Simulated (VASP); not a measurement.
# HC4 in VASP: notebook

Runs on HC4. Level: PBE+D3(BJ). Tasks: single point.

Program: VASP 6.6.1. These are calculated values, not measurements. Logs are shortened: lines on timing, memory, paths and dates and some standing lists are left out, and cuts for length are marked.

**1. The cell of the first run**

The cell holds a slab with vacuum, 10 atoms: a = 4.931 Å, b = 4.931 Å, c = 18.000 Å, α = 90.00°, β = 90.00°, γ = 120.00°.

**2. Single point, PBE+D3(BJ)**

Contents of INCAR:

```
SYSTEM = HC4
ALGO = Normal ; DIPOL = 0.5 0.5 0.241
EDIFF = 1E-7 ; ENCUT = 520
GGA = PE ; IDIPOL = 3
ISIF = 2 ; ISMEAR = 0
IVDW = 12 ; LASPH = .True.
LCHARG = .False. ; LDIPOL = .True.
LREAL = .False. ; LWAVE = .False.
NBANDS = 28 ; NELM = 100
PREC = Accurate ; SIGMA = 0.1
```

Contents of KPOINTS:

```
k-points
0
Gamma
  6 6 1
  0 0 0
```

Contents of POSCAR:

```
HC4
1.0
    4.9314011428      0.0000000001      0.0000000000
   -2.4657005715      4.2707186659      0.0000000000
    0.0000000000      0.0000000000     18.0000000000
C H
8 2
Direct
    0.1666666667      0.3333333333      0.2222222222
    0.1666666667      0.8333333333      0.2222222222
    0.6666666667      0.3333333333      0.2222222222
    0.6666666667      0.8333333333      0.2222222222
    0.3333333333      0.1666666667      0.2222222222
    0.3333333333      0.6666666667      0.2222222222
    0.8333333333      0.1666666667      0.2222222222
    0.8333333333      0.6666666667      0.2222222222
   -0.0186877442     -0.0186848854      0.3183333333
    0.5186877442      0.5186848854      0.3183333333
```

Potentials or basis: VASP PAW PBE potentials, release 64 (C, H).

Command:

```sh
> cat potpaw_PBE.64/C/POTCAR potpaw_PBE.64/H/POTCAR > POTCAR
> mpirun -np 1 vasp_std > vasp.out
```

OUTCAR:

```text
SYSTEM = HC4
   EDIFF = 1E-7
   ENCUT = 520
   GGA = PE
   ISIF = 2
   ISMEAR = 0
   IVDW = 12
   LASPH = .True.
   LREAL = .False.
   NELM = 100
   PREC = Accurate
 IVDW          = 12

 ion  position               nearest neighbor table
   1  0.167  0.333  0.222-   5 1.42   7 1.42   6 1.42
   2  0.167  0.833  0.222-   6 1.42   8 1.42   5 1.42
   3  0.667  0.333  0.222-   7 1.42   5 1.42   8 1.42
   4  0.667  0.833  0.222-   8 1.42   6 1.42   7 1.42
   5  0.333  0.167  0.222-   1 1.42   3 1.42   2 1.42
   6  0.333  0.667  0.222-   2 1.42   4 1.42   1 1.42
   7  0.833  0.167  0.222-   3 1.42   1 1.42   4 1.42
   8  0.833  0.667  0.222-   4 1.42   2 1.42   3 1.42
   9  0.981  0.981  0.318-
  10  0.519  0.519  0.318-

  LATTYP: Found a hexagonal cell.
 ALAT       =     4.9314011428
 C/A-ratio  =     3.6500782392

  Lattice vectors:

 A1 = (   4.9314011428,   0.0000000001,   0.0000000000)
 A2 = (  -2.4657005715,   4.2707186659,   0.0000000000)
 A3 = (   0.0000000000,   0.0000000000,  18.0000000000)

Analysis of symmetry for initial positions (statically):
=====================================================================
 Subroutine PRICEL returns:
 Original cell was already a primitive cell.

 Routine SETGRP: Setting up the symmetry group for a
 hexagonal supercell.

 Subroutine GETGRP returns: Found  4 space group operations
 (whereof  2 operations were pure point group operations)
 out of a pool of 24 trial point group operations.

The static configuration has the point symmetry C_1h.
 The point group associated with its full space group is C_2v.

Analysis of symmetry for dynamics (positions and initial velocities):
=====================================================================
 Subroutine PRICEL returns:
 Original cell was already a primitive cell.

 Routine SETGRP: Setting up the symmetry group for a
 hexagonal supercell.

 Subroutine GETGRP returns: Found  4 space group operations
 (whereof  2 operations were pure point group operations)
 out of a pool of 24 trial point group operations.

The dynamic configuration has the point symmetry C_1h.
 The point group associated with its full space group is C_2v.

 Subroutine INISYM returns: Found  4 space group operations
 (whereof  2 operations are pure point group operations),
 and found     1 'primitive' translations

----------------------------------------------------------------------------------------

                                     Primitive cell

  volume of cell :     379.0913

  direct lattice vectors                    reciprocal lattice vectors
     4.931401143  0.000000000  0.000000000     0.202782124  0.117076314  0.000000000
    -2.465700572  4.270718666  0.000000000    -0.000000000  0.234152628  0.000000000
     0.000000000  0.000000000 18.000000000     0.000000000  0.000000000  0.055555556

  length of vectors
     4.931401143  4.931401143 18.000000000     0.234152628  0.234152628  0.055555556

  position of ions in fractional coordinates (direct lattice)
     0.166666667  0.333333333  0.222222222
     0.166666667  0.833333333  0.222222222
     0.666666667  0.333333333  0.222222222
     0.666666667  0.833333333  0.222222222
     0.333333333  0.166666667  0.222222222
     0.333333333  0.666666667  0.222222222
     0.833333333  0.166666667  0.222222222
     0.833333333  0.666666667  0.222222222
     0.981312256  0.981315115  0.318333333
     0.518687744  0.518684885  0.318333333

  ion indices of the primitive-cell ions
   primitive index   ion index
                 1           1
                 2           2
                 3           3
                 4           4
                 5           5
                 6           6
                 7           7
                 8           8
                 9           9
                10          10

----------------------------------------------------------------------------------------

 KPOINTS: k-points

Automatic generation of k-mesh.
 Grid dimensions read from file:
 generate k-points for:    6    6    1

 Generating k-lattice:

  Cartesian coordinates                     Fractional coordinates (reciprocal lattice)
     0.033797021  0.019512719  0.000000000     0.166666667  0.000000000  0.000000000
    -0.000000000  0.039025438  0.000000000     0.000000000  0.166666667  0.000000000
     0.000000000  0.000000000  0.055555556     0.000000000  0.000000000  1.000000000

  Length of vectors
     0.039025438  0.039025438  0.055555556

  Shift w.r.t. Gamma in fractional coordinates (k-lattice)
     0.000000000  0.000000000  0.000000000

 Subroutine IBZKPT returns following result:
 ===========================================

 Found     13 irreducible k-points:

 Following reciprocal coordinates:
            Coordinates               Weight
  0.000000  0.000000  0.000000      1.000000
  0.166667  0.000000  0.000000      4.000000
 -0.166667  0.166667  0.000000      2.000000
  0.333333  0.000000  0.000000      4.000000
 -0.333333  0.333333  0.000000      2.000000
  0.500000  0.000000  0.000000      2.000000
  0.500000  0.500000  0.000000      1.000000
  0.166667  0.166667  0.000000      2.000000
 -0.166667  0.333333  0.000000      4.000000
  0.333333  0.166667  0.000000      4.000000
 -0.166667  0.500000  0.000000      4.000000
  0.500000  0.333333  0.000000      4.000000
  0.333333  0.333333  0.000000      2.000000
   k-points           NKPTS =     13   k-points in BZ     NKDIM =     13   number of bands    NBANDS=     28
   number of dos      NEDOS =    301   number of ions     NIONS =     10
   total plane-waves  NPLWV = 224000
   dimension x,y,z NGX =    40 NGY =   40 NGZ =  140
   dimension x,y,z NGXF=    80 NGYF=   80 NGZF=  280
   ions per type =               8   2
   NGX,Y,Z   is equivalent  to a cutoff of  13.48, 13.48, 12.93 a.u.
   NGXF,Y,Z  is equivalent  to a cutoff of  26.97, 26.97, 25.86 a.u.
 SYSTEM =  HC4
   PREC   = accura    normal or accurate (medium, high low for compatibility)
   ISTART =      0    job   : 0-new  1-cont  2-samecut
   ICHARG =      2    charge: 1-file 2-atom 10-const
   ISPIN  =      1    spin polarized calculation?
   LNONCOLLINEAR =      F non collinear calculations
   LSORBIT =      F    spin-orbit coupling
   LASPH  =      T    aspherical Exc in radial PAW
   ENCUT  =  520.0 eV  38.22 Ry    6.18 a.u.   9.17  9.17 33.47*2*pi/ulx,y,z
   NELM   =    100;   NELMIN=  2; NELMDL= -5     # of ELM steps
   EDIFF  = 0.1E-06   stopping-criterion for ELM
   LREAL  =      F    real-space projection
   EDIFFG = 0.1E-05   stopping-criterion for IOM
   NSW    =      0    number of steps for IOM
   IBRION =     -1    ionic relax: 0-MD 1-quasi-New 2-CG
   NFREE  =      0    steps in history (QN), initial steepest desc. (CG)
   ISIF   =      2    stress and relaxation
   ISYM   =      2    0-nonsym 1-usesym 2-fastsym
   POTIM  = 0.5000    time-step for ionic-motion
   TEBEG  =    0.0;   TEEND  =   0.0 temperature during run
   PSTRESS=    0.0 pullay stress
   NELECT =      34.0000    total number of electrons
   NUPDOWN=      -1.0000    fix difference up-down
   EMIN   =  10.00;   EMAX   =-10.00  energy-range for DOS
   EFERMI =   0.00;   METHOD = LEGACY
   ISMEAR =     0;   SIGMA  =   0.10  broadening in eV -4-tet -1-fermi 0-gaus
   EFERMI_NEDOS =   21; number of points for ismear=-14 and -15
   IALGO  =     38    algorithm
   IMIX   =      4    mixing-type and parameters
     AMIX     =   0.40;   BMIX     =  1.00
     AMIX_MAG =   1.60;   BMIX_MAG =  1.00
  volume/ion in A,a.u.               =      37.91       255.82
  Fermi-wavevector in a.u.,A,eV,Ry     =   0.732802  1.384795  7.306308  0.536999
  Thomas-Fermi vector in A             =   1.825354
   LORBIT       =      0    0 simple, 1 ext, 2 COOP (PROOUT), +10 PAW based schemes
   GGA     = PE    functional components
   LHFCALC =     F    Hartree Fock is set to
   AEXX    =    0.0000 exact exchange contribution
   IVDW    =    12    specifies the selected vdW correction
   LEPSILON=     F    determine dielectric tensor
   LRPA    =     F    only Hartree local field effects (RPA)
 non-spin polarized calculation
 Gauss-broadening in eV      SIGMA  =   0.10
  energy-cutoff  :      520.00
  volume of cell :      379.09
 maximum number of plane-waves:     10258
 NGX is ok and might be reduce to    40
   NGX = 19   NGY = 19   NGZ = 67

 dipolmoment           0.000000      0.000000     -0.018822 electrons x Angstroem

 number of electron      33.9999998 magnetization

 dipolmoment           0.000000      0.000000      0.185686 electrons x Angstroem

 Free energy of the ion-electron system (eV)
  ---------------------------------------------------
  ext. energy  EPLUGINS =         0.00000000
  ---------------------------------------------------
  free energy    TOTEN  =       -74.59339964 eV

  energy without entropy =      -74.57956208  energy(sigma->0) =      -74.58648086

 E-fermi :  -3.3268     XC(G=0):  -2.8081

 val. band max:       -3.3460282084   @ k =   0.3333   0.3333   0.0000
 cond. band min:      -3.2291139511   @ k =   0.3333   0.3333   0.0000
 fundamental gap:      0.1169142574
 Fermi energy:        -3.3267924149

 k-point     1 :       0.0000    0.0000    0.0000
  band No.  band energies     occupation
      1     -22.8774      2.00000
      2     -17.6748      2.00000
      3     -17.6028      2.00000
      4     -17.5398      2.00000
      5     -16.6583      2.00000
      6     -16.6017      2.00000
[... 20 lines left out ...]
     27       4.0399      0.00000
     28       4.0634      0.00000

 k-point     2 :       0.1667    0.0000    0.0000
  band No.  band energies     occupation
      1     -22.7130      2.00000
      2     -18.8884      2.00000
      3     -18.0114      2.00000
      4     -18.0033      2.00000
      5     -15.9301      2.00000
      6     -15.9225      2.00000
[... 20 lines left out ...]
     27       4.5460      0.00000
     28       4.7668      0.00000

 k-point     3 :      -0.1667    0.1667    0.0000
  band No.  band energies     occupation
      1     -22.7132      2.00000
      2     -18.8814      2.00000
      3     -18.0460      2.00000
      4     -17.9795      2.00000
      5     -15.9481      2.00000
      6     -15.8934      2.00000
[... 20 lines left out ...]
     27       4.3569      0.00000
     28       4.7744      0.00000

 k-point     4 :       0.3333    0.0000    0.0000
  band No.  band energies     occupation
      1     -22.2214      2.00000
      2     -20.2869      2.00000
      3     -18.4330      2.00000
      4     -18.4243      2.00000
      5     -14.7510      2.00000
      6     -14.7442      2.00000
[... 237 lines left out ...]
     27       4.6567      0.00000
     28       4.8281      0.00000

 k-point    12 :       0.5000    0.3333    0.0000
  band No.  band energies     occupation
      1     -21.7375      2.00000
      2     -20.7567      2.00000
      3     -19.8132      2.00000
      4     -17.1508      2.00000
      5     -15.2858      2.00000
      6     -13.0241      2.00000
[... 20 lines left out ...]
     27       4.5840      0.00000
     28       4.8225      0.00000

 k-point    13 :       0.3333    0.3333    0.0000
  band No.  band energies     occupation
      1     -21.0027      2.00000
      2     -20.9239      2.00000
      3     -20.8459      2.00000
      4     -15.9274      2.00000
      5     -15.9219      2.00000
      6     -13.9345      2.00000
[... 20 lines left out ...]
     27       4.5282      0.00000
     28       4.5766      0.00000

------------------------ aborting loop because EDIFF is reached ----------------------------------------

 vacuum level on the upper side and lower side of the slab       (xc-potential included)         0.726        -0.829

 Edisp (eV)   -0.91033

 E8    (eV) :    -0.2706

  FORCE on cell =-STRESS in cart. coord.  units (eV):
  Direction    XX          YY          ZZ          XY          YZ          ZX
  --------------------------------------------------------------------------------------
  -------------------------------------------------------------------------------------
  Total       0.54859    -2.41117     3.41773    -2.56323     0.00000     0.00000
  in kB       2.31855   -10.19050    14.44458   -10.83315     0.00000     0.00000
  external pressure =        2.19 kB  Pullay stress =        0.00 kB

 VOLUME and BASIS-vectors are now :
 -----------------------------------------------------------------------------
  energy-cutoff  :      520.00
  volume of cell :      379.09
      direct lattice vectors                 reciprocal lattice vectors
     4.931401143  0.000000000  0.000000000     0.202782124  0.117076314  0.000000000
    -2.465700572  4.270718666  0.000000000    -0.000000000  0.234152628  0.000000000
     0.000000000  0.000000000 18.000000000     0.000000000  0.000000000  0.055555556

 POSITION                                       TOTAL-FORCE (eV/Angst)
 -----------------------------------------------------------------------------------
      0.00000      1.42357      4.00000        -0.267385      0.154375     -0.026299
     -1.23285      3.55893      4.00000         0.001785     -0.081244     -0.272243
      2.46570      1.42357      4.00000         0.071252      0.039076     -0.272243
      1.23285      3.55893      4.00000        -0.448371      0.258867     -0.433142
      1.23285      0.71179      4.00000         0.267385     -0.154375     -0.026299
     -0.00000      2.84715      4.00000        -0.001785      0.081244     -0.272243
      3.69855      0.71179      4.00000        -0.071252     -0.039076     -0.272243
      2.46570      2.84715      4.00000         0.448371     -0.258867     -0.433142
      2.41962      4.19092      5.73000        -0.320230     -0.554654      1.003926
      1.27894      2.21516      5.73000         0.320230      0.554654      1.003926
 -----------------------------------------------------------------------------------
    total drift:                               -0.005571      0.009626      0.000369

  FREE ENERGIE OF THE ION-ELECTRON SYSTEM (eV)
  ---------------------------------------------------
  free  energy   TOTEN  =       -75.5037317503 eV

  energy  without entropy=      -75.4898941868  energy(sigma->0) =      -75.49681297

 vacuum level on the upper side and lower side of the slab         2.695         1.096
```

It took 2.3 min on 1 thread of Intel Xeon 6975P-C (Granite Rapids), shared host; peak memory 0.53 GiB.

Results:

```
Free energy                : -75.5037 eV
Largest force              : 1.191 eV/Å
Band gap on the k mesh     : zero (band 17 reaches -3.23 eV, above the bottom of band 18 at -3.86 eV)
Dispersion energy per atom : -0.091 eV
```

Forces in eV/Å, atoms in the order of the input:
```
C   -0.267  0.154 -0.026
C    0.002 -0.081 -0.272
C    0.071  0.039 -0.272
C   -0.448  0.259 -0.433
C    0.267 -0.154 -0.026
C   -0.002  0.081 -0.272
C   -0.071 -0.039 -0.272
C    0.448 -0.259 -0.433
H   -0.320 -0.555  1.004
H    0.320  0.555  1.004
```

**3. Single point, PBE+D3(BJ)**

Contents of INCAR:

```
SYSTEM = HC4
ALGO = Normal
DIPOL = 0.5 0.5 0.231
EDIFF = 1E-6
ENCUT = 520
GGA = PE
IDIPOL = 3
ISIF = 2
ISMEAR = 0
IVDW = 12
LASPH = .True.
LCHARG = .False.
LDIPOL = .True.
LREAL = .False.
LWAVE = .False.
NBANDS = 28
NELM = 100
PREC = Accurate
SIGMA = 0.1
```

KPOINTS is that of step 2.

POSCAR, as its differences from that of step 2:

```diff
@@ -16,3 +16,3 @@
     0.8333333333      0.6666666667      0.2222222222
-   -0.0186877442     -0.0186848854      0.3183333333
-    0.5186877442      0.5186848854      0.3183333333
+    0.1739562988      0.1739571079      0.2650000000
+    0.3260437012      0.3260428921      0.2650000000
```

Potentials or basis: VASP PAW PBE potentials, release 64 (C, H).

Command:

```sh
> cat potpaw_PBE.64/C/POTCAR potpaw_PBE.64/H/POTCAR > POTCAR
> mpirun -np 1 vasp_std > vasp.out
```

It took 2 min on 1 thread of Intel Xeon 6975P-C (Granite Rapids), shared host; peak memory 0.53 GiB.

It converged, with:

```yaml
Free_energy: -70.5126 eV
Largest_force: 11.083 eV/Å
Band_gap_on_the_k_mesh: zero (band 17 reaches -0.83 eV, above the bottom of band 18 at -1.72 eV)
Dispersion_energy_per_atom: -0.081 eV
```

Forces in eV/Å, atoms in the order of the input:
```
C   -7.484  4.321 -6.938
C   -0.282 -2.049 -0.264
C    1.633  1.269 -0.264
C   -0.282  0.163 -0.148
C    7.484 -4.321 -6.938
C    0.282  2.049 -0.264
C   -1.633 -1.269 -0.264
C    0.282 -0.163 -0.148
H   -3.887 -6.733  7.615
H    3.887  6.733  7.615
```

Levels at points of the mesh, in eV from the Fermi level:
| k point | band 13 | band 14 | band 15 | band 16 | band 17 | band 18 | band 19 | band 20 | band 21 | band 22 |
| --- | --- | --- | --- | --- | --- | --- | --- | --- | --- | --- |
| (0.00, 0.00, 0.00) | -4.40 | -4.37 | -4.26 | -3.34 | -0.50 | -0.49 | -0.15 | 1.28 | 2.79 | 3.11 |
| (0.50, 0.00, 0.00) | -6.95 | -5.94 | -4.57 | -4.49 | 0.21 | 0.93 | 2.73 | 3.30 | 3.85 | 4.69 |
| (0.50, 0.50, 0.00) | -6.94 | -6.30 | -4.93 | -3.93 | 0.40 | 1.67 | 2.31 | 3.69 | 4.07 | 4.86 |
